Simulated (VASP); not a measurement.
# CaO in VASP: single point with PBEsol

Aim: the single point of CaO with PBEsol.

Program: VASP 6.6.1. These are calculated values, not measurements. Logs are shortened: lines on timing, memory, paths and dates and some standing lists are left out, and cuts for length are marked.

### Step 1. The cell of the first run

The cell holds layers a few Å apart, 4 atoms: a = 3.992 Å, b = 3.992 Å, c = 5.035 Å, α = 90.00°, β = 90.00°, γ = 120.00°.

### Step 2. Single point, PBEsol

Input file INCAR:

```
  PREC = Accurate
  ENCUT = 520
  EDIFF = 1E-6
  ISMEAR = -1
  SIGMA = 0.1
  LREAL = F
  LASPH = T
  NELM = 120
  ALGO = Normal
  ISIF = 2
  LWAVE = F
  LCHARG = F
  GGA = PS
  NBANDS = 24
  GGA_COMPAT = F
  NELMDL = -8
```

Input file KPOINTS:

```
regular mesh
0
Gamma
  4 4 3
```

Input file POSCAR:

```
CaO
1.0
    3.9919760000      0.0000000000      0.0000000000
   -1.9959880000      3.4571520000      0.0000000000
    0.0000000000      0.0000000000      5.0348400000
Ca O
2 2
Direct
    0.3333333333      0.6666666667      0.7127594919
    0.6666666667      0.3333333333      0.2375864973
    0.3333333333      0.6666666667      0.2375864973
    0.6666666667      0.3333333333      0.7127594919
```

Potentials or basis: VASP PAW PBE potentials, release 64 (Ca_sv, O).

Command:

```console
cat potpaw_PBE.64/Ca_sv/POTCAR potpaw_PBE.64/O/POTCAR > POTCAR
mpirun -np 1 vasp_std > vasp.out
```

OUTCAR:

```text
PREC = Accurate
   ENCUT = 520
   EDIFF = 1E-6
   ISMEAR = -1
   LREAL = F
   LASPH = T
   NELM = 120
   ISIF = 2
   GGA = PS
   NELMDL = -8

 ion  position               nearest neighbor table
   1  0.333  0.667  0.713-   4 2.30   4 2.30   4 2.30   3 2.39
   2  0.667  0.333  0.238-   3 2.30   3 2.30   3 2.30   4 2.39
   3  0.333  0.667  0.238-   2 2.30   2 2.30   2 2.30   1 2.39
   4  0.667  0.333  0.713-   1 2.30   1 2.30   1 2.30   2 2.39

  LATTYP: Found a hexagonal cell.
 ALAT       =     3.9919760000
 C/A-ratio  =     1.2612400475

  Lattice vectors:

 A1 = (   3.9919760000,   0.0000000000,   0.0000000000)
 A2 = (  -1.9959880000,   3.4571520000,   0.0000000000)
 A3 = (   0.0000000000,   0.0000000000,   5.0348400000)

Analysis of symmetry for initial positions (statically):
=====================================================================
 Subroutine PRICEL returns:
 Original cell was already a primitive cell.

 Routine SETGRP: Setting up the symmetry group for a
 hexagonal supercell.

 Subroutine GETGRP returns: Found 12 space group operations
 (whereof  6 operations were pure point group operations)
 out of a pool of 24 trial point group operations.

The static configuration has the point symmetry C_3v.
 The point group associated with its full space group is D_3d.

Analysis of symmetry for dynamics (positions and initial velocities):
=====================================================================
 Subroutine PRICEL returns:
 Original cell was already a primitive cell.

 Routine SETGRP: Setting up the symmetry group for a
 hexagonal supercell.

 Subroutine GETGRP returns: Found 12 space group operations
 (whereof  6 operations were pure point group operations)
 out of a pool of 24 trial point group operations.

The dynamic configuration has the point symmetry C_3v.
 The point group associated with its full space group is D_3d.

 Subroutine INISYM returns: Found 12 space group operations
 (whereof  6 operations are pure point group operations),
 and found     1 'primitive' translations

----------------------------------------------------------------------------------------

                                     Primitive cell

  volume of cell :      69.4852

  direct lattice vectors                    reciprocal lattice vectors
     3.991976000  0.000000000  0.000000000     0.250502508  0.144627717  0.000000000
    -1.995988000  3.457152000  0.000000000     0.000000000  0.289255433  0.000000000
     0.000000000  0.000000000  5.034840000     0.000000000  0.000000000  0.198616043

  length of vectors
     3.991976000  3.991975457  5.034840000     0.289255394  0.289255433  0.198616043

  position of ions in fractional coordinates (direct lattice)
     0.333333333  0.666666667  0.712759492
     0.666666667  0.333333333  0.237586497
     0.333333333  0.666666667  0.237586497
     0.666666667  0.333333333  0.712759492

  ion indices of the primitive-cell ions
   primitive index   ion index
                 1           1
                 2           2
                 3           3
                 4           4

----------------------------------------------------------------------------------------

 KPOINTS: regular mesh

Automatic generation of k-mesh.
 Grid dimensions read from file:
 generate k-points for:    4    4    3

 Generating k-lattice:

  Cartesian coordinates                     Fractional coordinates (reciprocal lattice)
     0.062625627  0.036156929  0.000000000     0.250000000  0.000000000  0.000000000
     0.000000000  0.072313858  0.000000000     0.000000000  0.250000000  0.000000000
     0.000000000  0.000000000  0.066205348     0.000000000  0.000000000  0.333333333

  Length of vectors
     0.072313849  0.072313858  0.066205348

  Shift w.r.t. Gamma in fractional coordinates (k-lattice)
     0.000000000  0.000000000  0.000000000

 Subroutine IBZKPT returns following result:
 ===========================================

 Found      9 irreducible k-points:

 Following reciprocal coordinates:
            Coordinates               Weight
  0.000000  0.000000  0.000000      1.000000
  0.250000 -0.000000  0.000000      6.000000
  0.500000 -0.000000  0.000000      3.000000
  0.250000  0.250000  0.000000      6.000000
  0.000000  0.000000  0.333333      2.000000
  0.250000 -0.000000  0.333333      6.000000
  0.000000  0.250000  0.333333      6.000000
  0.500000 -0.000000  0.333333      6.000000
  0.250000  0.250000  0.333333     12.000000
   k-points           NKPTS =      9   k-points in BZ     NKDIM =      9   number of bands    NBANDS=     24
   number of dos      NEDOS =    301   number of ions     NIONS =      4
   total plane-waves  NPLWV =  36000
   dimension x,y,z NGX =    30 NGY =   30 NGZ =   40
   dimension x,y,z NGXF=    60 NGYF=   60 NGZF=   80
   ions per type =               2   2
   NGX,Y,Z   is equivalent  to a cutoff of  12.49, 12.49, 13.21 a.u.
   NGXF,Y,Z  is equivalent  to a cutoff of  24.99, 24.99, 26.42 a.u.
 SYSTEM =  unknown system
   PREC   = accura    normal or accurate (medium, high low for compatibility)
   ISTART =      0    job   : 0-new  1-cont  2-samecut
   ICHARG =      2    charge: 1-file 2-atom 10-const
   ISPIN  =      1    spin polarized calculation?
   LNONCOLLINEAR =      F non collinear calculations
   LSORBIT =      F    spin-orbit coupling
   LASPH  =      T    aspherical Exc in radial PAW
   ENCUT  =  520.0 eV  38.22 Ry    6.18 a.u.   7.42  7.42  9.36*2*pi/ulx,y,z
   NELM   =    120;   NELMIN=  2; NELMDL= -8     # of ELM steps
   EDIFF  = 0.1E-05   stopping-criterion for ELM
   LREAL  =      F    real-space projection
   EDIFFG = 0.1E-04   stopping-criterion for IOM
   NSW    =      0    number of steps for IOM
   IBRION =     -1    ionic relax: 0-MD 1-quasi-New 2-CG
   NFREE  =      0    steps in history (QN), initial steepest desc. (CG)
   ISIF   =      2    stress and relaxation
   ISYM   =      2    0-nonsym 1-usesym 2-fastsym
   POTIM  = 0.5000    time-step for ionic-motion
   TEBEG  =    0.0;   TEEND  =   0.0 temperature during run
   PSTRESS=    0.0 pullay stress
   NELECT =      32.0000    total number of electrons
   NUPDOWN=      -1.0000    fix difference up-down
   EMIN   =  10.00;   EMAX   =-10.00  energy-range for DOS
   EFERMI =   0.00;   METHOD = LEGACY
   ISMEAR =    -1;   SIGMA  =   0.10  broadening in eV -4-tet -1-fermi 0-gaus
   EFERMI_NEDOS =   21; number of points for ismear=-14 and -15
   IALGO  =     38    algorithm
   IMIX   =      4    mixing-type and parameters
     AMIX     =   0.40;   BMIX     =  1.00
     AMIX_MAG =   1.60;   BMIX_MAG =  1.00
  volume/ion in A,a.u.               =      17.37       117.23
  Fermi-wavevector in a.u.,A,eV,Ry     =   1.264234  2.389056 21.746023  1.598288
  Thomas-Fermi vector in A             =   2.397550
   LORBIT       =      0    0 simple, 1 ext, 2 COOP (PROOUT), +10 PAW based schemes
   GGA     = PS    functional components
   LHFCALC =     F    Hartree Fock is set to
   AEXX    =    0.0000 exact exchange contribution
   IVDW    =     0    specifies the selected vdW correction
   LEPSILON=     F    determine dielectric tensor
   LRPA    =     F    only Hartree local field effects (RPA)
 non-spin polarized calculation
  energy-cutoff  :      520.00
  volume of cell :       69.49
 maximum number of plane-waves:      1888
 NGX is ok and might be reduce to    30
   NGX = 15   NGY = 15   NGZ = 19

 number of electron      32.0000003 magnetization

 Free energy of the ion-electron system (eV)
  ---------------------------------------------------
  ext. energy  EPLUGINS =         0.00000000
  ---------------------------------------------------
  free energy    TOTEN  =       -26.29981882 eV

  energy without entropy =      -26.29981875  energy(sigma->0) =      -26.29981878

 E-fermi :   2.3972     XC(G=0):  -9.4125

 val. band max:        0.8843987525   @ k =   0.0000   0.0000   0.0000
 cond. band min:       3.8404366771   @ k =   0.0000   0.0000   0.0000
 fundamental gap:      2.9560379246
 Fermi energy:         2.3972029463

 k-point     1 :       0.0000    0.0000    0.0000
  band No.  band energies     occupation
      1     -36.6493      2.00000
      2     -36.5481      2.00000
      3     -18.0565      2.00000
      4     -17.7936      2.00000
      5     -17.7936      2.00000
      6     -17.6415      2.00000
[... 16 lines left out ...]
     23       9.1582      0.00000
     24       9.4722      0.00000

 k-point     2 :       0.2500   -0.0000    0.0000
  band No.  band energies     occupation
      1     -36.6298      2.00000
      2     -36.5544      2.00000
      3     -18.0360      2.00000
      4     -18.0099      2.00000
      5     -17.8408      2.00000
      6     -17.8326      2.00000
[... 16 lines left out ...]
     23       8.9551      0.00000
     24       9.0907      0.00000

 k-point     3 :       0.5000   -0.0000    0.0000
  band No.  band energies     occupation
      1     -36.6024      2.00000
      2     -36.5688      2.00000
      3     -18.2162      2.00000
      4     -18.1275      2.00000
      5     -17.8683      2.00000
      6     -17.8327      2.00000
[... 16 lines left out ...]
     23       8.9712      0.00000
     24       9.2682      0.00000

 k-point     4 :       0.2500    0.2500    0.0000
  band No.  band energies     occupation
      1     -36.6024      2.00000
      2     -36.5688      2.00000
      3     -18.1613      2.00000
      4     -18.1315      2.00000
      5     -17.9113      2.00000
      6     -17.8306      2.00000
[... 16 lines left out ...]
     23       9.0035      0.00000
     24       9.1861      0.00000

 k-point     5 :       0.0000    0.0000    0.3333
  band No.  band energies     occupation
      1     -36.6274      2.00000
      2     -36.5696      2.00000
      3     -18.0223      2.00000
      4     -17.7745      2.00000
      5     -17.7606      2.00000
      6     -17.7606      2.00000
[... 16 lines left out ...]
     23       9.3072      0.00000
     24       9.6718      0.00000

 k-point     6 :       0.2500   -0.0000    0.3333
  band No.  band energies     occupation
      1     -36.6134      2.00000
      2     -36.5703      2.00000
      3     -18.1881      2.00000
      4     -18.1050      2.00000
      5     -17.7913      2.00000
      6     -17.7175      2.00000
[... 16 lines left out ...]
     23       9.0857      0.00000
     24       9.3106      0.00000

 k-point     7 :       0.0000    0.2500    0.3333
  band No.  band energies     occupation
      1     -36.6134      2.00000
      2     -36.5704      2.00000
      3     -18.1962      2.00000
      4     -18.0919      2.00000
      5     -17.7920      2.00000
      6     -17.7298      2.00000
[... 16 lines left out ...]
     23       9.0600      0.00000
     24       9.3741      0.00000

 k-point     8 :       0.5000   -0.0000    0.3333
  band No.  band energies     occupation
      1     -36.5948      2.00000
      2     -36.5756      2.00000
      3     -18.3587      2.00000
      4     -18.3051      2.00000
      5     -17.8207      2.00000
      6     -17.6966      2.00000
[... 16 lines left out ...]
     23       9.2145      0.00000
     24       9.3782      0.00000

 k-point     9 :       0.2500    0.2500    0.3333
  band No.  band energies     occupation
      1     -36.5949      2.00000
      2     -36.5756      2.00000
      3     -18.3307      2.00000
      4     -18.2955      2.00000
      5     -17.8608      2.00000
      6     -17.7246      2.00000
[... 16 lines left out ...]
     23       9.2465      0.00000
     24       9.2866      0.00000

------------------------ aborting loop because EDIFF is reached ----------------------------------------

  FORCE on cell =-STRESS in cart. coord.  units (eV):
  Direction    XX          YY          ZZ          XY          YZ          ZX
  --------------------------------------------------------------------------------------
  -------------------------------------------------------------------------------------
  Total       -1.6333296     -1.6333290     -3.2647949      0.0000000      0.0000000      0.0000000
  in kB      -37.6610422    -37.6610286    -75.2791005      0.0000000      0.0000000      0.0000000
  external PRESSURE =     -50.2003904 kB  Pullay stress =       0.0000000 kB

 VOLUME and BASIS-vectors are now :
 -----------------------------------------------------------------------------
  energy-cutoff  :      520.00
  volume of cell :       69.49
      direct lattice vectors                 reciprocal lattice vectors
     3.991976000  0.000000000  0.000000000     0.250502508  0.144627717  0.000000000
    -1.995988000  3.457152000  0.000000000     0.000000000  0.289255433  0.000000000
     0.000000000  0.000000000  5.034840000     0.000000000  0.000000000  0.198616043

 POSITION                                       TOTAL-FORCE (eV/Angst)
 -----------------------------------------------------------------------------------
     -0.00000      2.30477      3.58863         0.000000     -0.000000      0.370173
      1.99599      1.15238      1.19621        -0.000000     -0.000000     -0.370173
     -0.00000      2.30477      1.19621         0.000000      0.000000     -0.135695
      1.99599      1.15238      3.58863        -0.000000     -0.000000      0.135695
 -----------------------------------------------------------------------------------
    total drift:                                0.000000     -0.000000     -0.000001

  FREE ENERGIE OF THE ION-ELECTRON SYSTEM (eV)
  ---------------------------------------------------
  free  energy   TOTEN  =       -26.2998188205 eV

  energy  without entropy=      -26.2998187456  energy(sigma->0) =      -26.29981878
```

It took 26 s on 1 thread of AMD EPYC 9R14 (Zen 4), shared host; peak memory 0.15 GiB.

What came out:

* Free energy: -26.2998 eV
* Largest force: 0.370 eV/Å
* Band gap on the k mesh: 2.96 eV

Forces in eV/Å, atoms in the order of the input:
```
Ca   0.000  0.000  0.370
Ca   0.000  0.000 -0.370
O    0.000  0.000 -0.136
O    0.000  0.000  0.136
```

Caveat: the k points lie up to 0.45 Å⁻¹ apart; the PAW data sets were made with another functional, which shifts forces and pressure a little.
